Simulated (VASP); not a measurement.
# K2CoSi4 (P-4m2) in VASP: single point with PBE+D3(BJ)

Aim: the single point of K2CoSi4 with PBE+D3(BJ).

Program: VASP 6.6.1. These are calculated values, not measurements. Logs are shortened: lines on timing, memory, paths and dates and some standing lists are left out, and cuts for length are marked.

### 1 The cell of the first run

Symmetry: P-4m2, No. 115, tetragonal system. The conventional cell has a = 3.664 Å, b = 3.664 Å, c = 12.484 Å, α = 90.00°, β = 90.00°, γ = 90.00°. Within 4.0 Å of K (site symmetry 2mm) lie 5 Si at 3.07 to 3.72 Å and 4 K at 3.66 Å. Co (site symmetry -4m2) has 8 Si at 2.20 to 2.44 Å within 2.9 Å. Within 2.9 Å of Si (site symmetry 2mm) lie 2 Co at 2.20 Å and 5 Si at 2.62 to 2.83 Å. Within 3.2 Å of Si (site symmetry 2mm) lie 2 Co at 2.44 Å and 5 Si at 2.62 to 2.83 Å.

### 2 Single point, PBE+D3(BJ), collinear spin, ferromagnetic start

Input file INCAR:

```
PREC = Accurate
ENCUT = 520
EDIFF = 1E-7
ISMEAR = 0
SIGMA = 0.1
LREAL = False
LASPH = True
NELM = 150
ALGO = Normal
ISIF = 2
LWAVE = False
LCHARG = False
ISPIN = 2
MAGMOM = 0 0 3 0 0 0 0
LORBIT = 11
LMAXMIX = 4
GGA = PE
IVDW = 12
NBANDS = 34
```

Input file KPOINTS:

```
regular mesh
0
Gamma
  4 4 2
```

Input file POSCAR:

```
K2CoSi4
1.0
    3.6635157087      0.0000000000      0.0000000000
    0.0000000000      3.6635157087      0.0000000000
    0.0000000000      0.0000000000     12.4840150518
K Co Si
2 1 4
Direct
    0.5000000000      0.0000000000      0.6566500725
    0.0000000000      0.5000000000      0.3433499275
    0.0000000000      0.0000000000      0.0000000000
    0.0000000000      0.5000000000      1.0976019741
    0.0000000000      0.5000000000      0.8705218657
    0.5000000000      0.0000000000      0.1294781343
    0.5000000000      0.0000000000     -0.0976019741
```

Potentials or basis: VASP PAW PBE potentials, release 64 (K_sv, Co, Si).

Launch:

```console
$ cat potpaw_PBE.64/K_sv/POTCAR potpaw_PBE.64/Co/POTCAR potpaw_PBE.64/Si/POTCAR > POTCAR
$ mpirun -np 1 vasp_std > vasp.out
```

OUTCAR:

```text
PREC = Accurate
   ENCUT = 520
   EDIFF = 1E-7
   ISMEAR = 0
   LREAL = False
   LASPH = True
   NELM = 150
   ISIF = 2
   ISPIN = 2
   LORBIT = 11
   GGA = PE
   IVDW = 12
 IVDW          = 12

 ion  position               nearest neighbor table
   1  0.500  0.000  0.657-   7 3.07
   2  0.000  0.500  0.343-   4 3.07
   3  0.000  0.000  0.000-   4 2.20   7 2.20   4 2.20   7 2.20   6 2.44   5 2.44   6 2.44   5 2.44

   4  0.000  0.500  0.098-   3 2.20   3 2.20   6 2.62   6 2.62   6 2.62   6 2.62   5 2.83   2 3.07

   5  0.000  0.500  0.871-   3 2.44   3 2.44   7 2.62   7 2.62   7 2.62   7 2.62   4 2.83
   6  0.500  0.000  0.129-   3 2.44   3 2.44   4 2.62   4 2.62   4 2.62   4 2.62   7 2.83
   7  0.500  0.000  0.902-   3 2.20   3 2.20   5 2.62   5 2.62   5 2.62   5 2.62   6 2.83   1 3.07

  LATTYP: Found a simple tetragonal cell.
 ALAT       =     3.6635157087
 C/A-ratio  =     3.4076597576

  Lattice vectors:

 A1 = (   3.6635157087,   0.0000000000,   0.0000000000)
 A2 = (   0.0000000000,   3.6635157087,   0.0000000000)
 A3 = (   0.0000000000,   0.0000000000,  12.4840150518)

Analysis of symmetry for initial positions (statically):
=====================================================================
 Subroutine PRICEL returns:
 Original cell was already a primitive cell.

 Routine SETGRP: Setting up the symmetry group for a
 simple tetragonal supercell.

 Subroutine GETGRP returns: Found  8 space group operations
 (whereof  8 operations were pure point group operations)
 out of a pool of 16 trial point group operations.

The static configuration has the point symmetry D_2d.

Analysis of symmetry for dynamics (positions and initial velocities):
=====================================================================
 Subroutine PRICEL returns:
 Original cell was already a primitive cell.

 Routine SETGRP: Setting up the symmetry group for a
 simple tetragonal supercell.

 Subroutine GETGRP returns: Found  8 space group operations
 (whereof  8 operations were pure point group operations)
 out of a pool of 16 trial point group operations.

The dynamic configuration has the point symmetry D_2d.

Analysis of structural, dynamic, and magnetic symmetry:
=====================================================================
 Subroutine PRICEL returns:
 Original cell was already a primitive cell.

 Routine SETGRP: Setting up the symmetry group for a
 simple tetragonal supercell.

 Subroutine GETGRP returns: Found  8 space group operations
 (whereof  8 operations were pure point group operations)
[... 141 lines left out ...]

 Free energy of the ion-electron system (eV)
  ---------------------------------------------------
  ext. energy  EPLUGINS =         0.00000000
  ---------------------------------------------------
  free energy    TOTEN  =       -30.55110089 eV

  energy without entropy =      -30.53402666  energy(sigma->0) =      -30.54256378

 E-fermi :   4.1842     XC(G=0):  -8.6851

 val. band max:        4.1376237414   @ k =   0.5000   0.2500   0.0000
 cond. band min:       4.2646237216   @ k =   0.2500   0.2500   0.0000
 fundamental gap:      0.1269999802
 Fermi energy:         4.1841567026

 spin component 1

 k-point     1 :       0.0000    0.0000    0.0000
  band No.  band energies     occupation
      1     -27.4083      1.00000
      2     -27.4055      1.00000
      3     -10.9414      1.00000
      4     -10.8851      1.00000
      5     -10.7725      1.00000
      6     -10.7725      1.00000
[... 421 lines left out ...]
     32       8.7881      0.00000
     33       8.7881      0.00000
 Fermi energy:         4.1841567026

 spin component 2

 k-point     1 :       0.0000    0.0000    0.0000
  band No.  band energies     occupation
      1     -27.4140      1.00000
      2     -27.4111      1.00000
      3     -10.9493      1.00000
      4     -10.8917      1.00000
      5     -10.7770      1.00000
      6     -10.7770      1.00000
[... 421 lines left out ...]
     32       8.7432      0.00000
     33       8.7432      0.00000
 [bands above 33 left out]

------------------------ aborting loop because EDIFF is reached ----------------------------------------

 Edisp (eV)   -2.12757

 E8    (eV) :    -0.9633

  FORCE on cell =-STRESS in cart. coord.  units (eV):
  Direction    XX          YY          ZZ          XY          YZ          ZX
  --------------------------------------------------------------------------------------
  -------------------------------------------------------------------------------------
  Total      -0.12505    -0.12505     0.25160     0.00000     0.00000    -0.00000
  in kB      -1.19574    -1.19574     2.40583     0.00000     0.00000    -0.00000
  external pressure =        0.00 kB  Pullay stress =        0.00 kB

 VOLUME and BASIS-vectors are now :
 -----------------------------------------------------------------------------
  energy-cutoff  :      520.00
  volume of cell :      167.55
      direct lattice vectors                 reciprocal lattice vectors
     3.663515709  0.000000000  0.000000000     0.272961843  0.000000000  0.000000000
     0.000000000  3.663515709  0.000000000     0.000000000  0.272961843  0.000000000
     0.000000000  0.000000000 12.484015052     0.000000000  0.000000000  0.080102435

 POSITION                                       TOTAL-FORCE (eV/Angst)
 -----------------------------------------------------------------------------------
      1.83176      0.00000      8.19763         0.000000      0.000000      0.006630
      0.00000      1.83176      4.28639        -0.000000      0.000000     -0.006630
      0.00000      0.00000      0.00000        -0.000000      0.000000      0.000000
      0.00000      1.83176      1.21846        -0.000000      0.000000     -0.025582
      0.00000      1.83176     10.86761        -0.000000      0.000000      0.039916
      1.83176      0.00000      1.61641        -0.000000      0.000000     -0.039916
      1.83176      0.00000     11.26555        -0.000000     -0.000000      0.025582
 -----------------------------------------------------------------------------------
    total drift:                               -0.000000      0.000000     -0.000000

  FREE ENERGIE OF THE ION-ELECTRON SYSTEM (eV)
  ---------------------------------------------------
  free  energy   TOTEN  =       -32.6786712546 eV

  energy  without entropy=      -32.6615970185  energy(sigma->0) =      -32.67013414

 total charge

# of ion       s       p       d       tot
------------------------------------------
    1        1.978   5.565   0.031   7.575
    2        1.978   5.565   0.031   7.575
    3        0.530   0.706   7.647   8.882
    4        0.793   0.844   0.000   1.636
    5        0.784   0.785   0.000   1.568
    6        0.784   0.785   0.000   1.568
    7        0.793   0.844   0.000   1.636
--------------------------------------------------
tot          7.638  15.093   7.709  30.441

 magnetization (x)

# of ion       s       p       d       tot
------------------------------------------
    1       -0.001  -0.002  -0.001  -0.004
    2       -0.001  -0.002  -0.001  -0.004
    3       -0.000  -0.001  -0.011  -0.012
    4       -0.000  -0.001   0.000  -0.001
    5       -0.000  -0.001   0.000  -0.001
    6       -0.000  -0.001   0.000  -0.001
    7       -0.000  -0.001   0.000  -0.001
--------------------------------------------------
tot         -0.003  -0.008  -0.013  -0.024
```

OSZICAR:

```text
N       E                     dE             d eps       ncg     rms          rms(c)
DAV:   1     0.279664303913E+03    0.27966E+03   -0.17481E+04  1632   0.111E+03
DAV:   2    -0.710671862226E+01   -0.28677E+03   -0.27155E+03  1712   0.296E+02
DAV:   3    -0.314598885138E+02   -0.24353E+02   -0.23907E+02  2488   0.827E+01
DAV:   4    -0.323944081220E+02   -0.93452E+00   -0.92679E+00  2324   0.147E+01
[... 15 lines left out ...]
DAV:  20    -0.305510944212E+02   -0.16216E-04   -0.44247E-05  1808   0.161E-02    0.469E-03
DAV:  21    -0.305510996783E+02   -0.52571E-05   -0.19246E-05  1826   0.110E-02    0.299E-03
DAV:  22    -0.305511007217E+02   -0.10434E-05   -0.37862E-06  1914   0.521E-03    0.182E-03
DAV:  23    -0.305511008907E+02   -0.16903E-06   -0.69393E-07  1476   0.318E-03    0.621E-04
DAV:  24    -0.305511008931E+02   -0.23874E-08   -0.50268E-08  1556   0.117E-03
   1 F= -.32678671E+02 E0= -.32670134E+02  d E =-.170742E-01  mag=    -0.1225
```

stdout:

```text
POSCAR found type information on POSCAR K CoSi
 POSCAR found :  3 types and       7 ions
 scaLAPACK will be used
 LDA part: xc-table for (Slater+PW92), standard interpolation
 POSCAR, INCAR and KPOINTS ok, starting setup
 FFT: planning ... GRIDC
 FFT: planning ... GRID_SOFT
 FFT: planning ... GRID
 WAVECAR not read
 entering main loop
```

It took 6.5 min on 1 thread of AMD EPYC 7R43 (Zen 3), shared host; peak memory 0.35 GiB.

What came out:

| Property | Result |
| --- | --- |
| Free energy | -32.6787 eV |
| Pressure | 0.0 GPa |
| Largest force | 0.040 eV/Å |
| Net moment | -0.12 μB per cell |
| Valence electrons inside the program's atomic spheres | K 7.58; Co 8.88; Si 1.64, 1.57 (each value once) |
| Dispersion energy per atom | -0.304 eV |

Forces on the atoms (eV/Å):
```
K    0.000  0.000  0.007
K    0.000  0.000 -0.007
Co   0.000  0.000  0.000
Si   0.000  0.000 -0.026
Si   0.000  0.000  0.040
Si   0.000  0.000 -0.040
Si   0.000  0.000  0.026
```

Levels at points of the mesh, in eV from the Fermi level:
Spin up:
```
           k point  band 19  band 20  band 21  band 22  band 23  band 24
(0.00, 0.00, 0.00)    -1.63    -1.05    -0.17     0.77     1.15     1.15
(0.50, 0.00, 0.00)    -1.03    -0.17     0.77     1.13     1.33     1.65
(0.50, 0.50, 0.00)    -1.47    -1.34    -1.11    -0.98    -0.98     2.03
(0.00, 0.00, 0.50)    -1.63    -0.42    -0.22     0.78     0.79     1.15
(0.50, 0.00, 0.50)    -1.03    -0.17     0.62     1.01     1.59     1.68
(0.50, 0.50, 0.50)    -1.46    -1.34    -1.11    -0.98    -0.98     1.93
```
Spin down:
```csv
k point,band 19,band 20,band 21,band 22,band 23,band 24
"(0.00, 0.00, 0.00)",-1.64,-1.17,-0.18,0.76,1.15,1.15
"(0.50, 0.00, 0.00)",-1.05,-0.17,0.71,0.97,1.22,1.64
"(0.50, 0.50, 0.00)",-1.47,-1.36,-1.12,-0.99,-0.99,1.99
"(0.00, 0.00, 0.50)",-1.64,-0.53,-0.23,0.76,0.78,1.15
"(0.50, 0.00, 0.50)",-1.04,-0.17,0.55,0.88,1.49,1.68
"(0.50, 0.50, 0.50)",-1.47,-1.36,-1.12,-0.98,-0.98,1.86
```

Caveat: the k points lie up to 0.43 Å⁻¹ apart.
